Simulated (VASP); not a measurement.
# Al2BP3 (P-3m1) in VASP: further runs

Al2BP3 is run at these levels: PBE; tasks: single point, relaxation of cell and atoms.

Everything below comes from runs of VASP 6.6.1. Logs are shortened: lines on timing, memory, paths and dates and some standing lists are left out, and cuts for length are marked.

### 1 The cell of the first run

Symmetry: P-3m1, No. 164, trigonal system. Conventional cell: a = 3.387 Å, b = 3.387 Å, c = 8.520 Å, α = 90.00°, β = 90.00°, γ = 120.00°. Al (site symmetry 3m) has 3 B at 2.21 Å and 3 P at 2.70 Å and 3 Al at 2.84 Å within 2.9 Å. B (site symmetry -3m) has 6 Al at 2.21 Å within 2.9 Å. Within 3.2 Å of P (site symmetry -3m) lie 6 P at 2.39 Å. P (site symmetry 3m) has 3 P at 2.39 Å and 3 Al at 2.70 Å within 3.2 Å.

The cell was built from a structure type or drawn by symmetry, and may not be a known phase.

### 2 Single point, PBE

The input, INCAR:

```
PREC     = Accurate       # precision mode
ENCUT    = 520            # plane-wave cutoff, eV
EDIFF    = 1E-7           # SCF threshold, eV
ISMEAR   = 0              # smearing method
SIGMA    = 0.1            # smearing width, eV
LREAL    = F              # projectors in reciprocal space
LASPH    = T              # aspherical terms in the spheres
NELM     = 60             # most SCF steps
ALGO     = Normal         # electronic algorithm
ISIF     = 2              # what is computed and relaxed
LWAVE    = F              # write WAVECAR
LCHARG   = F              # write CHGCAR
GGA      = PE             # functional
NBANDS   = 21             # bands
```

The input, KPOINTS:

```
Automatic mesh
0
Gamma
  6 6 4
```

The input, POSCAR:

```
Al2BP3
1.0
    3.3870785993     -0.0000000023      0.0000000000
   -1.6935392977      2.9332961127      0.0000000000
    0.0000000000      0.0000000000      8.5199992778
Al B P
2 1 3
Direct
    0.6666666667      0.3333333333      0.1211533440
    0.3333333333      0.6666666667      0.8788466560
    0.0000000000      0.0000000000      0.0000000000
    0.0000000000      0.0000000000      0.5000000000
    0.6666666667      0.3333333333      0.6611193057
    0.3333333333      0.6666666667      0.3388806943
```

Potentials or basis: VASP PAW PBE potentials, release 64 (Al, B, P).

Run with:

```sh
$ cat potpaw_PBE.64/Al/POTCAR potpaw_PBE.64/B/POTCAR potpaw_PBE.64/P/POTCAR > POTCAR
$ mpirun -np 1 vasp_std > vasp.out
```

OUTCAR:

```text
PREC = Accurate
   ENCUT = 520
   EDIFF = 1E-7
   ISMEAR = 0
   LREAL = F
   LASPH = T
   NELM = 60
   ISIF = 2
   GGA = PE

 ion  position               nearest neighbor table
   1  0.667  0.333  0.121-   3 2.21   3 2.21   3 2.21   6 2.70   6 2.70   6 2.70   2 2.84   2 2.84
                             2 2.84
   2  0.333  0.667  0.879-   3 2.21   3 2.21   3 2.21   5 2.70   5 2.70   5 2.70   1 2.84   1 2.84
                             1 2.84
   3  0.000  0.000  0.000-   1 2.21   2 2.21   2 2.21   1 2.21   1 2.21   2 2.21
   4  0.000  0.000  0.500-   5 2.39   6 2.39   6 2.39   5 2.39   5 2.39   6 2.39
   5  0.667  0.333  0.661-   4 2.39   4 2.39   4 2.39   2 2.70   2 2.70   2 2.70
   6  0.333  0.667  0.339-   4 2.39   4 2.39   4 2.39   1 2.70   1 2.70   1 2.70

  LATTYP: Found a hexagonal cell.
 ALAT       =     3.3870785993
 C/A-ratio  =     2.5154418559

  Lattice vectors:

 A1 = (   3.3870785993,  -0.0000000023,   0.0000000000)
 A2 = (  -1.6935392977,   2.9332961127,   0.0000000000)
 A3 = (   0.0000000000,   0.0000000000,   8.5199992778)

Analysis of symmetry for initial positions (statically):
=====================================================================
 Subroutine PRICEL returns:
 Original cell was already a primitive cell.

 Routine SETGRP: Setting up the symmetry group for a
 hexagonal supercell.

 Subroutine GETGRP returns: Found 12 space group operations
 (whereof 12 operations were pure point group operations)
 out of a pool of 24 trial point group operations.

The static configuration has the point symmetry D_3d.

Analysis of symmetry for dynamics (positions and initial velocities):
=====================================================================
 Subroutine PRICEL returns:
 Original cell was already a primitive cell.

 Routine SETGRP: Setting up the symmetry group for a
 hexagonal supercell.

 Subroutine GETGRP returns: Found 12 space group operations
 (whereof 12 operations were pure point group operations)
 out of a pool of 24 trial point group operations.

The dynamic configuration has the point symmetry D_3d.

 Subroutine INISYM returns: Found 12 space group operations
 (whereof 12 operations are pure point group operations),
 and found     1 'primitive' translations

[... 101 lines left out ...]
   EDIFF  = 0.1E-06   stopping-criterion for ELM
   LREAL  =      F    real-space projection
   EDIFFG = 0.1E-05   stopping-criterion for IOM
   NSW    =      0    number of steps for IOM
   IBRION =     -1    ionic relax: 0-MD 1-quasi-New 2-CG
   NFREE  =      0    steps in history (QN), initial steepest desc. (CG)
   ISIF   =      2    stress and relaxation
   ISYM   =      2    0-nonsym 1-usesym 2-fastsym
   POTIM  = 0.5000    time-step for ionic-motion
   TEBEG  =    0.0;   TEEND  =   0.0 temperature during run
   PSTRESS=    0.0 pullay stress
   NELECT =      24.0000    total number of electrons
   NUPDOWN=      -1.0000    fix difference up-down
   EMIN   =  10.00;   EMAX   =-10.00  energy-range for DOS
   EFERMI =   0.00;   METHOD = LEGACY
   ISMEAR =     0;   SIGMA  =   0.10  broadening in eV -4-tet -1-fermi 0-gaus
   EFERMI_NEDOS =   21; number of points for ismear=-14 and -15
   IALGO  =     38    algorithm
   IMIX   =      4    mixing-type and parameters
     AMIX     =   0.40;   BMIX     =  1.00
     AMIX_MAG =   1.60;   BMIX_MAG =  1.00
  volume/ion in A,a.u.               =      14.11        95.21
  Fermi-wavevector in a.u.,A,eV,Ry     =   1.075487  2.032375 15.737470  1.156671
  Thomas-Fermi vector in A             =   2.211344
   LORBIT       =      0    0 simple, 1 ext, 2 COOP (PROOUT), +10 PAW based schemes
   GGA     = PE    functional components
   LHFCALC =     F    Hartree Fock is set to
   AEXX    =    0.0000 exact exchange contribution
   IVDW    =     0    specifies the selected vdW correction
   LEPSILON=     F    determine dielectric tensor
   LRPA    =     F    only Hartree local field effects (RPA)
 non-spin polarized calculation
 Gauss-broadening in eV      SIGMA  =   0.10
  energy-cutoff  :      520.00
  volume of cell :       84.65
 maximum number of plane-waves:      2324
 NGX is ok and might be reduce to    28
   NGX = 13   NGY = 13   NGZ = 31

 number of electron      24.0000000 magnetization

 Free energy of the ion-electron system (eV)
  ---------------------------------------------------
  ext. energy  EPLUGINS =         0.00000000
  ---------------------------------------------------
  free energy    TOTEN  =       -29.58100339 eV

  energy without entropy =      -29.57307742  energy(sigma->0) =      -29.57704041

 E-fermi :   8.2294     XC(G=0): -10.8389

 val. band max:        8.1281828134   @ k =   0.5000   0.0000   0.5000
 cond. band min:       8.2396512663   @ k =   0.1667   0.1667   0.2500
 fundamental gap:      0.1114684529
 Fermi energy:         8.2294303877

 k-point     1 :       0.0000    0.0000    0.0000
  band No.  band energies     occupation
      1      -7.5199      2.00000
      2      -4.1472      2.00000
      3      -3.0140      2.00000
      4       1.2949      2.00000
      5       2.4259      2.00000
      6       6.3668      2.00000
[... 565 lines left out ...]
     20      15.5717      0.00000
     21      16.0009      0.00000

------------------------ aborting loop because EDIFF is reached ----------------------------------------

  FORCE on cell =-STRESS in cart. coord.  units (eV):
  Direction    XX          YY          ZZ          XY          YZ          ZX
  --------------------------------------------------------------------------------------
  -------------------------------------------------------------------------------------
  Total       -0.1173637     -0.1173637     -0.0008522      0.0000000     -0.0000000      0.0000000
  in kB       -2.2213847     -2.2213847     -0.0161295      0.0000000     -0.0000000      0.0000000
  external PRESSURE =      -1.4862997 kB  Pullay stress =       0.0000000 kB

 VOLUME and BASIS-vectors are now :
 -----------------------------------------------------------------------------
  energy-cutoff  :      520.00
  volume of cell :       84.65
      direct lattice vectors                 reciprocal lattice vectors
     3.387078599 -0.000000002  0.000000000     0.295239680  0.170456708  0.000000000
    -1.693539298  2.933296113  0.000000000     0.000000000  0.340913417  0.000000000
     0.000000000  0.000000000  8.519999278     0.000000000  0.000000000  0.117370902

 POSITION                                       TOTAL-FORCE (eV/Angst)
 -----------------------------------------------------------------------------------
      1.69354      0.97777      1.03223         0.000000      0.000000     -0.014092
      0.00000      1.95553      7.48777        -0.000000      0.000000      0.014092
      0.00000      0.00000      0.00000        -0.000000     -0.000000      0.000000
      0.00000      0.00000      4.26000        -0.000000     -0.000000      0.000000
      1.69354      0.97777      5.63274        -0.000000     -0.000000      0.008000
      0.00000      1.95553      2.88726         0.000000     -0.000000     -0.008000
 -----------------------------------------------------------------------------------
    total drift:                                0.000000      0.000000     -0.000000

  FREE ENERGIE OF THE ION-ELECTRON SYSTEM (eV)
  ---------------------------------------------------
  free  energy   TOTEN  =       -29.5810033918 eV

  energy  without entropy=      -29.5730774245  energy(sigma->0) =      -29.57704041
```

OSZICAR:

```text
N       E                     dE             d eps       ncg     rms          rms(c)
DAV:   1     0.519791655882E+02    0.51979E+02   -0.10127E+04  1008   0.995E+02
DAV:   2    -0.284036208979E+02   -0.80383E+02   -0.77191E+02  1289   0.148E+02
DAV:   3    -0.326234828258E+02   -0.42199E+01   -0.41497E+01  1345   0.320E+01
DAV:   4    -0.326644042796E+02   -0.40921E-01   -0.40879E-01  1292   0.378E+00
DAV:   5    -0.326649258484E+02   -0.52157E-03   -0.52154E-03  1311   0.431E-01    0.101E+01
DAV:   6    -0.296679084363E+02    0.29970E+01   -0.13473E+01  1266   0.190E+01    0.565E+00
DAV:   7    -0.295898356480E+02    0.78073E-01   -0.33400E+00  1208   0.742E+00    0.334E+00
DAV:   8    -0.295826684392E+02    0.71672E-02   -0.21252E-01  1266   0.219E+00    0.137E+00
DAV:   9    -0.295812643379E+02    0.14041E-02   -0.37718E-02  1329   0.750E-01    0.255E-01
DAV:  10    -0.295811315834E+02    0.13275E-03   -0.94081E-03  1266   0.401E-01    0.115E-01
DAV:  11    -0.295810752136E+02    0.56370E-04   -0.38293E-03  1300   0.210E-01    0.495E-02
DAV:  12    -0.295809983899E+02    0.76824E-04   -0.71497E-04  1239   0.104E-01    0.238E-02
DAV:  13    -0.295810156153E+02   -0.17225E-04   -0.17304E-04  1255   0.515E-02    0.192E-02
DAV:  14    -0.295810035777E+02    0.12038E-04   -0.71878E-05  1230   0.291E-02    0.469E-03
DAV:  15    -0.295810034384E+02    0.13930E-06   -0.40869E-06  1321   0.890E-03    0.195E-03
DAV:  16    -0.295810033918E+02    0.46666E-07   -0.16287E-07   919   0.204E-03
   1 F= -.29581003E+02 E0= -.29577040E+02  d E =-.792597E-02
```

stdout:

```text
POSCAR found type information on POSCAR AlB P
 POSCAR found :  3 types and       6 ions
 scaLAPACK will be used
 LDA part: xc-table for (Slater+PW92), standard interpolation
 POSCAR, INCAR and KPOINTS ok, starting setup
 FFT: planning ... GRIDC
 FFT: planning ... GRID_SOFT
 FFT: planning ... GRID
 WAVECAR not read
 entering main loop
```

Wall time 1.7 min (1 thread of AMD EPYC 7R13, shared host); peak memory 0.22 GiB.

Results:

```yaml
Free_energy: -29.5810 eV
Pressure: -0.1 GPa
Largest_force: 0.014 eV/Å
Band_gap_on_the_k_mesh: zero (bands 12 and 13 overlap by 1.87 eV)
```

Forces on the atoms (eV/Å):
```
Al   0.000  0.000 -0.014
Al   0.000  0.000  0.014
B    0.000  0.000  0.000
P    0.000  0.000  0.000
P    0.000  0.000  0.008
P    0.000  0.000 -0.008
```

Levels at points of the mesh, in eV from the Fermi level:
```csv
k point,band 8,band 9,band 10,band 11,band 12,band 13,band 14,band 15,band 16,band 17
"(0.00, 0.00, 0.00)",-0.32,-0.32,0.22,0.88,0.88,0.97,2.59,2.59,3.06,4.98
"(0.50, 0.00, 0.00)",-3.49,-2.86,-2.28,-2.13,-1.20,-0.97,1.08,1.69,2.72,3.66
"(0.00, 0.00, 0.50)",-1.86,-0.33,-0.33,0.90,0.90,1.66,2.47,2.47,2.87,5.94
"(0.50, 0.00, 0.50)",-4.26,-4.21,-1.68,-1.63,-0.25,-0.10,0.25,2.81,3.19,3.40
```

### 3 Single point, PBE

This run uses another cell than the first one, of 18.49 Å³/atom.

The input, INCAR:

```
PREC = Accurate
ENCUT = 520
EDIFF = 1E-6
ISMEAR = 0
SIGMA = 0.1
LREAL = False
LASPH = True
NELM = 60
ALGO = Normal
ISIF = 2
LWAVE = False
LCHARG = False
GGA = PE
NBANDS = 21
```

The input, KPOINTS:

```
regular mesh
0
Gamma
  6 6 4
```

The input, POSCAR:

```
Al2BP3
1.0
    4.3312352100      0.0000000000      0.0000000000
   -2.1656176000      3.7509597200      0.0000000000
    0.0000000000      0.0000000000      6.8274482300
Al B P
2 1 3
Direct
    0.6666666700      0.3333333300      0.2483411600
    0.3333333300      0.6666666700      0.7516588400
    0.0000000000      0.0000000000      0.0000000000
    0.0000000000      0.0000000000      0.5000000000
    0.6666666700      0.3333333300      0.6493157700
    0.3333333300      0.6666666700      0.3506842300
```

Potentials or basis: VASP PAW PBE potentials, release 64 (Al, B, P).

Run with:

```sh
$ cat potpaw_PBE.64/Al/POTCAR potpaw_PBE.64/B/POTCAR potpaw_PBE.64/P/POTCAR > POTCAR
$ mpirun -np 1 vasp_std > vasp.out
```

OUTCAR:

```text
PREC = Accurate
   ENCUT = 520
   EDIFF = 1E-6
   ISMEAR = 0
   LREAL = False
   LASPH = True
   NELM = 60
   ISIF = 2
   GGA = PE

 ion  position               nearest neighbor table
   1  0.667  0.333  0.248-   6 2.60   6 2.60   6 2.60   5 2.74   4 3.03   4 3.03   4 3.03
   2  0.333  0.667  0.752-   5 2.60   5 2.60   5 2.60   6 2.74   4 3.03   4 3.03   4 3.03
   3  0.000  0.000  0.000-
   4  0.000  0.000  0.500-   5 2.70   6 2.70   6 2.70   5 2.70   5 2.70   6 2.70   1 3.03   2 3.03
                             2 3.03   1 3.03   2 3.03   1 3.03
   5  0.667  0.333  0.649-   2 2.60   2 2.60   2 2.60   4 2.70   4 2.70   4 2.70   1 2.74
   6  0.333  0.667  0.351-   1 2.60   1 2.60   1 2.60   4 2.70   4 2.70   4 2.70   2 2.74

  LATTYP: Found a hexagonal cell.
 ALAT       =     4.3312352100
 C/A-ratio  =     1.5763282064

  Lattice vectors:

 A1 = (   4.3312352100,   0.0000000000,   0.0000000000)
 A2 = (  -2.1656176000,   3.7509597200,   0.0000000000)
 A3 = (   0.0000000000,   0.0000000000,   6.8274482300)

Analysis of symmetry for initial positions (statically):
[... 184 lines left out ...]
 fundamental gap:      0.0568531765
 Fermi energy:         5.6073634937

 k-point     1 :       0.0000    0.0000    0.0000
  band No.  band energies     occupation
      1      -8.3827      2.00000
      2      -4.6886      2.00000
      3      -2.0035      2.00000
      4      -0.4296      2.00000
      5       1.7638      2.00000
      6       1.8489      2.00000
[... 565 lines left out ...]
     20      11.3460      0.00000
     21      12.3390      0.00000

------------------------ aborting loop because EDIFF is reached ----------------------------------------

  FORCE on cell =-STRESS in cart. coord.  units (eV):
  Direction    XX          YY          ZZ          XY          YZ          ZX
  --------------------------------------------------------------------------------------
  -------------------------------------------------------------------------------------
  Total       -6.1644539     -6.1644539     -5.4146545     -0.0000000      0.0000000     -0.0000000
  in kB      -89.0415278    -89.0415278    -78.2111634     -0.0000001      0.0000000     -0.0000000
  external PRESSURE =     -85.4314063 kB  Pullay stress =       0.0000000 kB

 VOLUME and BASIS-vectors are now :
 -----------------------------------------------------------------------------
  energy-cutoff  :      520.00
  volume of cell :      110.92
      direct lattice vectors                 reciprocal lattice vectors
     4.331235210  0.000000000  0.000000000     0.230881019  0.133299218  0.000000000
    -2.165617600  3.750959720  0.000000000     0.000000000  0.266598437  0.000000000
     0.000000000  0.000000000  6.827448230     0.000000000  0.000000000  0.146467606

 POSITION                                       TOTAL-FORCE (eV/Angst)
 -----------------------------------------------------------------------------------
      2.16562      1.25032      1.69554        -0.000000     -0.000000     -0.219896
     -0.00000      2.50064      5.13191        -0.000000      0.000000      0.219896
      0.00000      0.00000      0.00000        -0.000000      0.000000      0.000000
      0.00000      0.00000      3.41372        -0.000000      0.000000      0.000000
      2.16562      1.25032      4.43317        -0.000000     -0.000000      0.422223
     -0.00000      2.50064      2.39428         0.000000      0.000000     -0.422223
 -----------------------------------------------------------------------------------
    total drift:                                0.000000      0.000000      0.000000

  FREE ENERGIE OF THE ION-ELECTRON SYSTEM (eV)
  ---------------------------------------------------
  free  energy   TOTEN  =       -24.6441900217 eV

  energy  without entropy=      -24.6215961968  energy(sigma->0) =      -24.63289311
```

Run time: 88 s. Hardware: 1 thread of AMD EPYC 7R13, shared host; peak memory 0.24 GiB.

Results:

* Free energy: -24.6442 eV
* Pressure: -8.5 GPa
* Largest force: 0.422 eV/Å
* Band gap on the k mesh: zero (bands 12 and 13 overlap by 0.90 eV)

Forces in eV/Å, atoms in the order of the input:
```
Al   0.000  0.000 -0.220
Al   0.000  0.000  0.220
B    0.000  0.000  0.000
P    0.000  0.000  0.000
P    0.000  0.000  0.422
P    0.000  0.000 -0.422
```

Caveat: the cell stands under tension.

### 4 Single point, PBE

The input, INCAR:

```
  PREC = Accurate
  ENCUT = 520
  EDIFF = 1E-7
  ISMEAR = 0
  SIGMA = 0.1
  LREAL = F
  LASPH = T
  NELM = 80
  ALGO = Normal
  ISIF = 2
  LWAVE = F
  LCHARG = F
  GGA = PE
  NBANDS = 21
```

The input, KPOINTS:

```
regular mesh
0
Gamma
  12 12 6
```

The input, POSCAR:

```
Al2BP3
1.0
    3.4103515810      0.0000000000      0.0000000000
   -1.7051757905      2.9534511050      0.0000000000
    0.0000000000      0.0000000000      8.3972761388
Al B P
2 1 3
Direct
    0.6666666667      0.3333333333      0.1216637747
    0.3333333333      0.6666666667      0.8783362253
    0.0000000000      0.0000000000      0.0000000000
    0.0000000000      0.0000000000      0.5000000000
    0.6666666667      0.3333333333      0.6622336896
    0.3333333333      0.6666666667      0.3377663104
```

Run with:

```sh
$ cat potpaw_PBE.64/Al/POTCAR potpaw_PBE.64/B/POTCAR potpaw_PBE.64/P/POTCAR > POTCAR
$ mpirun -np 1 vasp_std > vasp.out
```

Run time: 5.3 min. Hardware: 1 thread of AMD EPYC 7R13, shared host; peak memory 0.31 GiB.

Results (log left out):

```yaml
Free_energy: -29.5727 eV
Pressure: -0.1 GPa
Largest_force: 0.012 eV/Å
Band_gap_on_the_k_mesh: zero (bands 12 and 13 overlap by 2.10 eV)
```

Forces in eV/Å, atoms in the order of the input:
```
Al   0.000  0.000  0.002
Al   0.000  0.000 -0.002
B    0.000  0.000  0.000
P    0.000  0.000  0.000
P    0.000  0.000 -0.012
P    0.000  0.000  0.012
```

Levels at points of the mesh, in eV from the Fermi level:
```csv
k point,band 9,band 10,band 11,band 12,band 13,band 14,band 15,band 16
"(0.00, 0.00, 0.00)",-0.38,0.48,0.81,0.81,0.92,2.53,2.53,2.97
"(0.50, 0.00, 0.00)",-2.82,-2.15,-1.98,-1.25,-0.99,1.11,1.83,2.65
"(0.00, 0.00, 0.50)",-0.39,-0.39,0.82,0.82,1.63,2.39,2.39,2.76
"(0.50, 0.00, 0.50)",-4.16,-1.76,-1.57,-0.21,-0.05,0.41,2.78,3.20
```

[end of part 1 of 2]
